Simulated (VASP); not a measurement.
# C (Fd-3m) in VASP: further runs

Runs on C. Level: PBE. Tasks: single point, relaxation of cell and atoms.

Everything below comes from runs of VASP 6.6.1. Logs are shortened: lines on timing, memory, paths and dates and some standing lists are left out, and cuts for length are marked.

### Step 1. The cell of the first run

The structure is cubic, space group Fd-3m (No. 227). The conventional cell has a = 3.572 Å, b = 3.572 Å, c = 3.572 Å, α = 90.00°, β = 90.00°, γ = 90.00°. Within 2.1 Å of C (site symmetry -43m) lie 4 C at 1.55 Å.

### Step 2. Single point, PBE

Input file INCAR:

```
PREC = Accurate
ENCUT = 520
EDIFF = 1E-6
ISMEAR = 0
SIGMA = 0.01
LREAL = False
LASPH = True
NELM = 60
ALGO = Normal
ISIF = 2
LWAVE = False
LCHARG = False
GGA = PE
NBANDS = 26
```

Input file KPOINTS:

```
Automatic mesh
0
Gamma
  6 6 6
```

Input file POSCAR:

```
C
1.0
    3.5716976043      0.0000000000      0.0000000000
    0.0000000000      3.5716976043      0.0000000000
    0.0000000000      0.0000000000      3.5716976043
C
8
Direct
    0.0000000000      0.0000000000      0.0000000000
    0.0000000000      0.5000000000      0.5000000000
    0.5000000000      0.0000000000      0.5000000000
    0.5000000000      0.5000000000      0.0000000000
    0.2500000000      0.2500000000      0.2500000000
    0.2500000000      0.7500000000      0.7500000000
    0.7500000000      0.2500000000      0.7500000000
    0.7500000000      0.7500000000      0.2500000000
```

Potentials or basis: VASP PAW PBE potentials, release 64 (C).

Started as:

```sh
> cat potpaw_PBE.64/C/POTCAR > POTCAR
> mpirun -np 1 vasp_std > vasp.out
```

OUTCAR:

```text
PREC = Accurate
   ENCUT = 520
   EDIFF = 1E-6
   ISMEAR = 0
   LREAL = False
   LASPH = True
   NELM = 60
   ISIF = 2
   GGA = PE

 ion  position               nearest neighbor table
   1  0.000  0.000  0.000-   5 1.55   6 1.55   7 1.55   8 1.55
   2  0.000  0.500  0.500-   5 1.55   6 1.55   7 1.55   8 1.55
   3  0.500  0.000  0.500-   5 1.55   6 1.55   7 1.55   8 1.55
   4  0.500  0.500  0.000-   5 1.55   6 1.55   7 1.55   8 1.55
   5  0.250  0.250  0.250-   1 1.55   2 1.55   3 1.55   4 1.55
   6  0.250  0.750  0.750-   1 1.55   2 1.55   3 1.55   4 1.55
   7  0.750  0.250  0.750-   1 1.55   2 1.55   3 1.55   4 1.55
   8  0.750  0.750  0.250-   1 1.55   2 1.55   3 1.55   4 1.55

  LATTYP: Found a simple cubic cell.
 ALAT       =     3.5716976043

  Lattice vectors:

 A1 = (   3.5716976043,   0.0000000000,   0.0000000000)
 A2 = (   0.0000000000,   3.5716976043,   0.0000000000)
 A3 = (   0.0000000000,   0.0000000000,   3.5716976043)

Analysis of symmetry for initial positions (statically):
=====================================================================
 Subroutine PRICEL returns following result:

  LATTYP: Found a face centered cubic cell.
 ALAT       =     3.5716976043

  Lattice vectors:

 A1 = (   1.7858488022,  -1.7858488022,   0.0000000000)
 A2 = (   1.7858488022,   0.0000000000,   1.7858488021)
 A3 = (   0.0000000000,  -1.7858488022,   1.7858488022)

   4 primitive cells build up your supercell.

 Routine SETGRP: Setting up the symmetry group for a
 simple cubic supercell.

 Subroutine GETGRP returns: Found 48 space group operations
 (whereof 24 operations were pure point group operations)
 out of a pool of 48 trial point group operations.

The static configuration has the point symmetry T_d .
 The point group associated with its full space group is O_h .

Analysis of symmetry for dynamics (positions and initial velocities):
=====================================================================
 Subroutine PRICEL returns following result:

  LATTYP: Found a face centered cubic cell.
 ALAT       =     3.5716976043

  Lattice vectors:

 A1 = (   1.7858488022,  -1.7858488022,   0.0000000000)
 A2 = (   1.7858488022,   0.0000000000,   1.7858488021)
[... 106 lines left out ...]
   NELM   =     60;   NELMIN=  2; NELMDL= -5     # of ELM steps
   EDIFF  = 0.1E-05   stopping-criterion for ELM
   LREAL  =      F    real-space projection
   EDIFFG = 0.1E-04   stopping-criterion for IOM
   NSW    =      0    number of steps for IOM
   IBRION =     -1    ionic relax: 0-MD 1-quasi-New 2-CG
   NFREE  =      0    steps in history (QN), initial steepest desc. (CG)
   ISIF   =      2    stress and relaxation
   ISYM   =      2    0-nonsym 1-usesym 2-fastsym
   POTIM  = 0.5000    time-step for ionic-motion
   TEBEG  =    0.0;   TEEND  =   0.0 temperature during run
   PSTRESS=    0.0 pullay stress
   NELECT =      32.0000    total number of electrons
   NUPDOWN=      -1.0000    fix difference up-down
   EMIN   =  10.00;   EMAX   =-10.00  energy-range for DOS
   EFERMI =   0.00;   METHOD = LEGACY
   ISMEAR =     0;   SIGMA  =   0.01  broadening in eV -4-tet -1-fermi 0-gaus
   EFERMI_NEDOS =   21; number of points for ismear=-14 and -15
   IALGO  =     38    algorithm
   IMIX   =      4    mixing-type and parameters
     AMIX     =   0.40;   BMIX     =  1.00
     AMIX_MAG =   1.60;   BMIX_MAG =  1.00
  volume/ion in A,a.u.               =       5.70        38.44
  Fermi-wavevector in a.u.,A,eV,Ry     =   1.455180  2.749892 28.811013  2.117550
  Thomas-Fermi vector in A             =   2.572245
   LORBIT       =      0    0 simple, 1 ext, 2 COOP (PROOUT), +10 PAW based schemes
   GGA     = PE    functional components
   LHFCALC =     F    Hartree Fock is set to
   AEXX    =    0.0000 exact exchange contribution
   IVDW    =     0    specifies the selected vdW correction
   LEPSILON=     F    determine dielectric tensor
   LRPA    =     F    only Hartree local field effects (RPA)
 non-spin polarized calculation
 Gauss-broadening in eV      SIGMA  =   0.01
  energy-cutoff  :      520.00
  volume of cell :       45.56
 maximum number of plane-waves:      1253
 NGX is ok and might be reduce to    28
   NGX = 13   NGY = 13   NGZ = 13

 number of electron      31.9999996 magnetization

 Free energy of the ion-electron system (eV)
  ---------------------------------------------------
  ext. energy  EPLUGINS =         0.00000000
  ---------------------------------------------------
  free energy    TOTEN  =       -72.74291291 eV

  energy without entropy =      -72.74291291  energy(sigma->0) =      -72.74291291

 E-fermi :   9.7232     XC(G=0): -13.2300

 val. band max:        9.6697408239   @ k =   0.0000   0.0000   0.0000
 cond. band min:      13.8134214259   @ k =   0.3333   0.0000   0.0000
 fundamental gap:      4.1436806020
 Fermi energy:         9.7231574780

 k-point     1 :       0.0000    0.0000    0.0000
  band No.  band energies     occupation
      1     -11.7515      2.00000
      2      -3.0640      2.00000
      3      -3.0640      2.00000
      4      -3.0640      2.00000
      5      -3.0640      2.00000
      6      -3.0640      2.00000
[... 569 lines left out ...]
     25      18.4615      0.00000
     26      18.4615      0.00000

------------------------ aborting loop because EDIFF is reached ----------------------------------------

  FORCE on cell =-STRESS in cart. coord.  units (eV):
  Direction    XX          YY          ZZ          XY          YZ          ZX
  --------------------------------------------------------------------------------------
  -------------------------------------------------------------------------------------
  Total        0.1781077      0.1781077      0.1781077     -0.0000000     -0.0000000     -0.0000000
  in kB        6.2628095      6.2628095      6.2628095     -0.0000000     -0.0000000     -0.0000000
  external PRESSURE =       6.2628095 kB  Pullay stress =       0.0000000 kB

 VOLUME and BASIS-vectors are now :
 -----------------------------------------------------------------------------
  energy-cutoff  :      520.00
  volume of cell :       45.56
      direct lattice vectors                 reciprocal lattice vectors
     3.571697604  0.000000000  0.000000000     0.279978909  0.000000000  0.000000000
     0.000000000  3.571697604  0.000000000     0.000000000  0.279978909  0.000000000
     0.000000000  0.000000000  3.571697604     0.000000000  0.000000000  0.279978909

 POSITION                                       TOTAL-FORCE (eV/Angst)
 -----------------------------------------------------------------------------------
      0.00000      0.00000      0.00000        -0.000000     -0.000000      0.000000
      0.00000      1.78585      1.78585        -0.000000      0.000000     -0.000000
      1.78585      0.00000      1.78585        -0.000000     -0.000000      0.000000
      1.78585      1.78585      0.00000        -0.000000      0.000000      0.000000
      0.89292      0.89292      0.89292         0.000000      0.000000     -0.000000
      0.89292      2.67877      2.67877         0.000000      0.000000     -0.000000
      2.67877      0.89292      2.67877        -0.000000     -0.000000     -0.000000
      2.67877      2.67877      0.89292         0.000000      0.000000      0.000000
 -----------------------------------------------------------------------------------
    total drift:                                0.000000      0.000000      0.000000

  FREE ENERGIE OF THE ION-ELECTRON SYSTEM (eV)
  ---------------------------------------------------
  free  energy   TOTEN  =       -72.7429129067 eV

  energy  without entropy=      -72.7429129067  energy(sigma->0) =      -72.74291291
```

OSZICAR:

```text
N       E                     dE             d eps       ncg     rms          rms(c)
DAV:   1     0.722750333445E+02    0.72275E+02   -0.16974E+04  1040   0.121E+03
DAV:   2    -0.700698707038E+02   -0.14234E+03   -0.13407E+03  1402   0.230E+02
DAV:   3    -0.752194552884E+02   -0.51496E+01   -0.51119E+01  1352   0.386E+01
DAV:   4    -0.752653985929E+02   -0.45943E-01   -0.45866E-01  1274   0.409E+00
DAV:   5    -0.752661478952E+02   -0.74930E-03   -0.74905E-03  1332   0.481E-01    0.111E+01
DAV:   6    -0.733734187248E+02    0.18927E+01   -0.12274E+00  1170   0.592E+00    0.660E+00
DAV:   7    -0.727362786960E+02    0.63714E+00   -0.14192E+00  1184   0.658E+00    0.148E+00
DAV:   8    -0.727427106780E+02   -0.64320E-02   -0.30809E-02  1272   0.941E-01    0.782E-02
DAV:   9    -0.727428375986E+02   -0.12692E-03   -0.37715E-04  1284   0.121E-01    0.351E-02
DAV:  10    -0.727429133131E+02   -0.75715E-04   -0.69106E-05  1242   0.590E-02    0.563E-03
DAV:  11    -0.727429129067E+02    0.40644E-06   -0.50215E-07   978   0.442E-03
   1 F= -.72742913E+02 E0= -.72742913E+02  d E =-.317833E-16
```

It took 17 s on 1 thread of Intel Xeon 6975P-C, shared host; peak memory 0.15 GiB.

Results:

| Quantity | Value |
| --- | --- |
| Free energy | -72.7429 eV |
| Pressure | 0.6 GPa |
| Band gap on the k mesh | 4.14 eV |

Levels at points of the mesh, in eV from the valence-band top:
```tsv
k point	band 12	band 13	band 14	band 15	band 16	band 17	band 18	band 19	band 20	band 21
(0.00, 0.00, 0.00)	-6.27	-6.27	0.00	0.00	0.00	4.75	4.75	4.75	4.75	4.75
(0.50, 0.00, 0.00)	-4.51	-4.10	-4.10	-4.10	-4.10	4.43	4.43	10.22	10.22	10.60
(0.50, 0.50, 0.00)	-7.58	-3.00	-3.00	-3.00	-3.00	7.91	7.91	7.91	7.91	9.98
(0.50, 0.50, 0.50)	-2.79	-2.79	-2.79	-2.79	-2.79	8.44	8.44	8.44	8.44	8.44
```

(Continued in part 2 of 2.)
